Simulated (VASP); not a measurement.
# AlNi (Cm) in VASP: notebook, part 2 of 2

VASP 6.6.1. The steps go on from the part before.

### Step 5. Single point, PBEsol (the part above a cut slid along it)

Input file INCAR:

```
  ALGO = Fast
  EDIFF = 1E-6
  ENCUT = 520
  GGA = PS
  ISIF = 2
  ISMEAR = 0
  LASPH = True
  LCHARG = True
  LELF = True
  LREAL = False
  LVHAR = True
  LWAVE = False
  NBANDS = 28
  NELM = 100
  PREC = Accurate
  SIGMA = 0.15
```

Input file KPOINTS:

```
k-points
0
Gamma
  15 15 5
```

Input file POSCAR:

```
AlNi
1.0
    0.0000000000     -2.8618233747      0.0000000000
    0.0000000000      0.0000000000     -2.8618233747
    9.2854701242     -1.1924264061     -1.1924264061
Al Ni
3 3
Direct
    0.9678953680     -0.0321046320      0.0770511169
    0.8394768399     -0.1605231601      0.3852555843
    0.7110583118     -0.2889416882      0.6934600518
    0.1468490477      0.1468490477      0.8475622855
    0.4036861039      0.4036861039      0.2311533506
    0.2752675758      0.2752675758      0.5393578181
```

The run is started by

```
$ cat potpaw_PBE.64/Al/POTCAR potpaw_PBE.64/Ni/POTCAR > POTCAR
$ mpirun -np 1 vasp_std > vasp.out
```

Wall time 7.2 min (1 thread of Intel Xeon 6975P-C (Granite Rapids), shared host); peak memory 0.59 GiB.

It converged, with:

```
Free energy            : -33.4000 eV
Pressure               : -1.1 GPa
Largest force          : 1.939 eV/Å
Band gap on the k mesh : zero (an odd number of electrons rules out a gap without spin polarisation)
```

Forces on the atoms (eV/Å):
```
Al   1.121  0.337  0.337
Al   0.033  0.009  0.009
Al   0.549 -0.050 -0.050
Ni  -1.892 -0.301 -0.301
Ni   0.318  0.017  0.017
Ni  -0.129 -0.012 -0.012
```

Stress tensor (GPa, compression positive):
```
 5.59  2.05  2.05
 2.05 -4.46  0.25
 2.05  0.25 -4.46
```

Levels at points of the mesh, in eV from the Fermi level:
| k point | band 16 | band 17 | band 18 | band 19 | band 20 | band 21 | band 22 | band 23 |
| --- | --- | --- | --- | --- | --- | --- | --- | --- |
| (0.00, 0.00, 0.00) | -1.57 | -1.52 | -1.45 | -0.95 | -0.26 | 4.16 | 6.14 | 6.14 |

Caveat: the cell differs from its parent crystal (the part above a cut slid along it); the stress differs along the axes, from -4 to 6 GPa; the PAW data sets were made with another functional, which shifts forces and pressure a little.

### Step 6. Single point, PBEsol (the part above a cut slid along it)

Input file INCAR:

```
SYSTEM = AlNi
ALGO = Fast
EDIFF = 1E-7
ENCUT = 520
GGA = PS
ISIF = 2
ISMEAR = 0
LASPH = .TRUE.
LCHARG = .FALSE.
LREAL = .FALSE.
LWAVE = .FALSE.
NBANDS = 28
NELM = 60
PREC = Accurate
SIGMA = 0.15
```

Input file KPOINTS:

```
k-points
0
G
  15 15 5
  0 0 0
```

Input file POSCAR:

```
AlNi
1.0
    0.0000000000     -2.8618233747      0.0000000000
    0.0000000000      0.0000000000     -2.8618233747
    9.2854701242     -0.2384852812     -0.2384852812
Al Ni
3 3
Direct
    0.9935790736     -0.0064209264      0.0770511169
    0.9678953680     -0.0321046320      0.3852555843
    0.9422116624     -0.0577883376      0.6934600518
    0.4293698095      0.4293698095      0.8475622855
    0.4807372208      0.4807372208      0.2311533506
    0.4550535152      0.4550535152      0.5393578181
```

Potentials or basis: VASP PAW PBE potentials, release 64 (Al, Ni).

The run is started by

```
$ cat potpaw_PBE.64/Al/POTCAR potpaw_PBE.64/Ni/POTCAR > POTCAR
$ mpirun -np 1 vasp_std > vasp.out
```

OUTCAR:

```text
SYSTEM = AlNi
   EDIFF = 1E-7
   ENCUT = 520
   GGA = PS
   ISIF = 2
   ISMEAR = 0
   LASPH = .TRUE.
   LREAL = .FALSE.
   NELM = 60
   PREC = Accurate

 ion  position               nearest neighbor table
   1  0.994  0.994  0.077-   5 2.48   5 2.48   5 2.48   5 2.48   4 2.72   2 2.86   4 2.96   4 2.96
                             4 3.18
   2  0.968  0.968  0.385-   5 2.48   5 2.48   5 2.48   5 2.48   6 2.48   6 2.48   6 2.48   6 2.48
                             1 2.86   3 2.86
   3  0.942  0.942  0.693-   4 2.48   6 2.48   4 2.48   4 2.48   6 2.48   6 2.48   6 2.48   4 2.48
                             2 2.86
   4  0.429  0.429  0.848-   3 2.48   3 2.48   3 2.48   3 2.48   1 2.72   6 2.86   1 2.96   1 2.96
                             1 3.18
   5  0.481  0.481  0.231-   2 2.48   1 2.48   2 2.48   2 2.48   1 2.48   1 2.48   2 2.48   1 2.48
                             6 2.86
   6  0.455  0.455  0.539-   3 2.48   3 2.48   3 2.48   3 2.48   2 2.48   2 2.48   2 2.48   2 2.48
                             4 2.86   5 2.86

  LATTYP: Found a base centered monoclinic cell.
 ALAT       =     4.0472294296
 B/A-ratio  =     1.0000000000
 C/A-ratio  =     2.2957910968
 COS(beta)  =    -0.0362983084

  Lattice vectors:

 A1 = (   0.0000000000,   2.8618233747,   0.0000000000)
 A2 = (   0.0000000000,   0.0000000000,   2.8618233747)
 A3 = (   9.2854701242,  -0.2384852812,  -0.2384852812)

Analysis of symmetry for initial positions (statically):
=====================================================================
 Subroutine PRICEL returns:
 Original cell was already a primitive cell.

 Routine SETGRP: Setting up the symmetry group for a
 base centered monoclinic supercell.

 Subroutine GETGRP returns: Found  2 space group operations
 (whereof  2 operations were pure point group operations)
 out of a pool of  4 trial point group operations.

The static configuration has the point symmetry C_1h.

Analysis of symmetry for dynamics (positions and initial velocities):
=====================================================================
 Subroutine PRICEL returns:
 Original cell was already a primitive cell.

 Routine SETGRP: Setting up the symmetry group for a
 base centered monoclinic supercell.

 Subroutine GETGRP returns: Found  2 space group operations
 (whereof  2 operations were pure point group operations)
 out of a pool of  4 trial point group operations.

The dynamic configuration has the point symmetry C_1h.

 Subroutine INISYM returns: Found  2 space group operations
 (whereof  2 operations are pure point group operations),
 and found     1 'primitive' translations

----------------------------------------------------------------------------------------

                                     Primitive cell

  volume of cell :      76.0483

  direct lattice vectors                    reciprocal lattice vectors
     0.000000000 -2.861823375  0.000000000    -0.008974595 -0.349427574  0.000000000
     0.000000000  0.000000000 -2.861823375    -0.008974595  0.000000000 -0.349427574
     9.285470124 -0.238485281 -0.238485281     0.107695139  0.000000000  0.000000000

  length of vectors
     2.861823375  2.861823375  9.291593291     0.349542806  0.349542806  0.107695139

  position of ions in fractional coordinates (direct lattice)
     0.993579074  0.993579074  0.077051117
     0.967895368  0.967895368  0.385255584
[... 39 lines left out ...]

 Following reciprocal coordinates:
            Coordinates               Weight
  0.000000  0.000000  0.000000      1.000000
  0.066667  0.000000 -0.000000      4.000000
  0.133333  0.000000  0.000000      4.000000
  0.200000  0.000000  0.000000      4.000000
  0.266667  0.000000  0.000000      4.000000
  0.333333  0.000000  0.000000      4.000000
[... 16 lines left out ...]
  0.133333  0.133333  0.000000      2.000000
  0.200000  0.133333  0.000000      4.000000
 [... further k-points ...]
   k-points           NKPTS =    304   k-points in BZ     NKDIM =    304   number of bands    NBANDS=     28
   number of dos      NEDOS =    301   number of ions     NIONS =      6
   total plane-waves  NPLWV =  40320
   dimension x,y,z NGX =    24 NGY =   24 NGZ =   70
   dimension x,y,z NGXF=    48 NGYF=   48 NGZF=  140
   ions per type =               3   3
   NGX,Y,Z   is equivalent  to a cutoff of  13.94, 13.94, 12.52 a.u.
   NGXF,Y,Z  is equivalent  to a cutoff of  27.88, 27.88, 25.05 a.u.
 SYSTEM =  AlNi
   PREC   = accura    normal or accurate (medium, high low for compatibility)
   ISTART =      0    job   : 0-new  1-cont  2-samecut
   ICHARG =      2    charge: 1-file 2-atom 10-const
   ISPIN  =      1    spin polarized calculation?
   LNONCOLLINEAR =      F non collinear calculations
   LSORBIT =      F    spin-orbit coupling
   LASPH  =      T    aspherical Exc in radial PAW
   ENCUT  =  520.0 eV  38.22 Ry    6.18 a.u.   5.32  5.32 17.28*2*pi/ulx,y,z
   NELM   =     60;   NELMIN=  2; NELMDL= -5     # of ELM steps
   EDIFF  = 0.1E-06   stopping-criterion for ELM
   LREAL  =      F    real-space projection
   EDIFFG = 0.1E-05   stopping-criterion for IOM
   NSW    =      0    number of steps for IOM
   IBRION =     -1    ionic relax: 0-MD 1-quasi-New 2-CG
   NFREE  =      0    steps in history (QN), initial steepest desc. (CG)
   ISIF   =      2    stress and relaxation
   ISYM   =      2    0-nonsym 1-usesym 2-fastsym
   POTIM  = 0.5000    time-step for ionic-motion
   TEBEG  =    0.0;   TEEND  =   0.0 temperature during run
   PSTRESS=    0.0 pullay stress
   NELECT =      39.0000    total number of electrons
   NUPDOWN=      -1.0000    fix difference up-down
   EMIN   =  10.00;   EMAX   =-10.00  energy-range for DOS
   EFERMI =   0.00;   METHOD = LEGACY
   ISMEAR =     0;   SIGMA  =   0.15  broadening in eV -4-tet -1-fermi 0-gaus
   EFERMI_NEDOS =   21; number of points for ismear=-14 and -15
   IALGO  =     68    algorithm
   IMIX   =      4    mixing-type and parameters
     AMIX     =   0.40;   BMIX     =  1.00
     AMIX_MAG =   1.60;   BMIX_MAG =  1.00
  volume/ion in A,a.u.               =      12.67        85.53
  Fermi-wavevector in a.u.,A,eV,Ry     =   1.310388  2.476274 23.362785  1.717116
  Thomas-Fermi vector in A             =   2.440922
   LORBIT       =      0    0 simple, 1 ext, 2 COOP (PROOUT), +10 PAW based schemes
   GGA     = PS    functional components
   LHFCALC =     F    Hartree Fock is set to
   AEXX    =    0.0000 exact exchange contribution
   IVDW    =     0    specifies the selected vdW correction
   LEPSILON=     F    determine dielectric tensor
   LRPA    =     F    only Hartree local field effects (RPA)
 non-spin polarized calculation
 RMM-DIIS sequential band-by-band and
 Gauss-broadening in eV      SIGMA  =   0.15
  energy-cutoff  :      520.00
  volume of cell :       76.05
 maximum number of plane-waves:      2075
 NGX is ok and might be reduce to    24
   NGX = 11   NGY = 11   NGZ = 35

 number of electron      39.0000025 magnetization

 Free energy of the ion-electron system (eV)
  ---------------------------------------------------
  ext. energy  EPLUGINS =         0.00000000
  ---------------------------------------------------
  free energy    TOTEN  =       -34.03376796 eV

  energy without entropy =      -34.00472912  energy(sigma->0) =      -34.01924854

 E-fermi :   9.1341     XC(G=0): -11.8543

 val. band max:        9.1267865457   @ k =   0.2000   0.0667   0.0000
 cond. band min:       9.1390291146   @ k =  -0.4667   0.4667   0.2000
 fundamental gap:      0.0122425688
 Fermi energy:         9.1340910743

 k-point     1 :       0.0000    0.0000    0.0000
  band No.  band energies     occupation
      1      -1.8187      2.00000
      2      -0.2373      2.00000
      3       0.6268      2.00000
      4       4.2971      2.00000
      5       4.8240      2.00000
      6       5.8694      2.00000
[... 733 lines left out ...]
     27      15.8535      0.00000
     28      16.9646      0.00000

 [... further k-points ...]
[... 5 lines left out ...]
  --------------------------------------------------------------------------------------
  -------------------------------------------------------------------------------------
  Total       -3.9055552     -2.5428566     -2.5428566      0.2983102      0.0866061      0.2983104
  in kB      -82.2818059    -53.5726222    -53.5726222      6.2847659      1.8246087      6.2847698
  external PRESSURE =     -63.1423501 kB  Pullay stress =       0.0000000 kB

 VOLUME and BASIS-vectors are now :
 -----------------------------------------------------------------------------
  energy-cutoff  :      520.00
  volume of cell :       76.05
      direct lattice vectors                 reciprocal lattice vectors
     0.000000000 -2.861823375  0.000000000    -0.008974595 -0.349427574  0.000000000
     0.000000000  0.000000000 -2.861823375    -0.008974595  0.000000000 -0.349427574
     9.285470124 -0.238485281 -0.238485281     0.107695139  0.000000000  0.000000000

 POSITION                                       TOTAL-FORCE (eV/Angst)
 -----------------------------------------------------------------------------------
      0.71546     -2.86182     -2.86182        -1.347641      0.062641      0.062641
      3.57728     -2.86182     -2.86182         0.029869      0.009119      0.009119
      6.43910     -2.86182     -2.86182         0.651080     -0.040152     -0.040152
      7.87001     -1.43091     -1.43091         0.762771     -0.020274     -0.020274
      2.14637     -1.43091     -1.43091        -0.033692     -0.002477     -0.002477
      5.00819     -1.43091     -1.43091        -0.062387     -0.008856     -0.008856
 -----------------------------------------------------------------------------------
    total drift:                                0.000205     -0.000395     -0.000395

  FREE ENERGIE OF THE ION-ELECTRON SYSTEM (eV)
  ---------------------------------------------------
  free  energy   TOTEN  =       -34.0337679644 eV

  energy  without entropy=      -34.0047291204  energy(sigma->0) =      -34.01924854
```

OSZICAR:

```text
N       E                     dE             d eps       ncg     rms          rms(c)
DAV:   1     0.216110315332E+03    0.21611E+03   -0.16363E+04 17024   0.155E+03
DAV:   2    -0.258687758233E+02   -0.24198E+03   -0.23147E+03 17032   0.314E+02
DAV:   3    -0.387259459416E+02   -0.12857E+02   -0.12458E+02 19332   0.933E+01
[... 12 lines left out ...]
RMM:  16    -0.340337764070E+02   -0.26490E-04   -0.17310E-04 22314   0.855E-02    0.474E-02
RMM:  17    -0.340337665134E+02    0.98936E-05   -0.51853E-05 20470   0.501E-02    0.869E-03
RMM:  18    -0.340337680605E+02   -0.15470E-05   -0.18723E-05 23845   0.213E-02    0.881E-03
RMM:  19    -0.340337679008E+02    0.15962E-06   -0.25899E-06 18137   0.101E-02    0.254E-03
RMM:  20    -0.340337679644E+02   -0.63545E-07   -0.85851E-07 14114   0.431E-03
   1 F= -.34033768E+02 E0= -.34019249E+02  d E =-.290388E-01
```

stdout:

```text
POSCAR found type information on POSCAR AlNi
 POSCAR found :  2 types and       6 ions
 scaLAPACK will be used
 -----------------------------------------------------------------------------
|                                                                             |
|                                                                             |
|     You enforced a specific xc type in the INCAR file but a different       |
|     I HOPE YOU KNOW WHAT YOU ARE DOING!                                     |
|                                                                             |
 -----------------------------------------------------------------------------

 LDA part: xc-table for (Slater+PW92), standard interpolation
 POSCAR, INCAR and KPOINTS ok, starting setup
 FFT: planning ... GRIDC
 FFT: planning ... GRID_SOFT
 FFT: planning ... GRID
 WAVECAR not read
 entering main loop
```

Run time: 7.8 min. Hardware: 1 thread of Intel Xeon 6975P-C (Granite Rapids), shared host; peak memory 0.59 GiB.

Results:

| Property | Result |
| --- | --- |
| Free energy | -34.0338 eV |
| Pressure | -6.3 GPa |
| Largest force | 1.351 eV/Å |
| Band gap on the k mesh | zero (an odd number of electrons rules out a gap without spin polarisation) |

Forces in eV/Å, atoms in the order of the input:
```
Al  -1.348  0.063  0.063
Al   0.030  0.009  0.009
Al   0.651 -0.040 -0.040
Ni   0.763 -0.020 -0.020
Ni  -0.034 -0.002 -0.002
Ni  -0.062 -0.009 -0.009
```

Caveat: the cell differs from its parent crystal (the part above a cut slid along it); the cell stands under tension; the PAW data sets were made with another functional, which shifts forces and pressure a little. Spin polarisation is off, so any magnetic state and its effect on volume and gap are missing.

### Step 7. The runs side by side

| cell | further INCAR settings | gap on the mesh (eV) | pressure (GPa) | largest force (eV/Å) |
| --- | --- | --- | --- | --- |
| a = 2.862, b = 2.862, c = 11.829 Å, angles 86.5, 86.5, 90.0°, 6 atoms | ALGO = Fast; EDIFF = 1e-06; NBANDS = 28 | none | -4.5 | 1.01 |
| a = 2.862, b = 2.862, c = 8.645 Å, angles 85.3, 85.3, 90.0°, 6 atoms | ALGO = Fast; EDIFF = 1e-06; NBANDS = 28 | none | 14.0 | 11.16 |
| a = 2.862, b = 2.862, c = 8.987 Å, angles 83.9, 83.9, 90.0°, 6 atoms | ALGO = Fast; EDIFF = 1e-06; NBANDS = 28 | none | 7.7 | 7.50 |
| a = 2.862, b = 2.862, c = 9.437 Å, angles 82.7, 82.7, 90.0°, 6 atoms | ALGO = Fast; EDIFF = 1e-06; NBANDS = 28 | none | -1.1 | 1.94 |
| a = 2.862, b = 2.862, c = 9.292 Å, angles 88.5, 88.5, 90.0°, 6 atoms | ALGO = Fast; EDIFF = 1e-07; NBANDS = 28 | none | -6.3 | 1.35 |

Alike in all rows: task single point; level PBEsol; potentials or basis VASP PAW PBE potentials, release 64 (Al, Ni); no spin polarisation; k mesh 15 × 15 × 5; cutoff (eV) 520; smearing gaussian 0.15 eV.

Caveats: the PAW data sets were made with another functional, which shifts forces and pressure a little; the cell stands under tension (at least some runs); the stress differs along the axes, from 6 to 30 GPa (at least some runs); the stress differs along the axes, from -1 to 25 GPa (at least some runs); the stress differs along the axes, from -4 to 6 GPa (at least some runs).

Absolute energies hang on the potentials; compare differences alone.
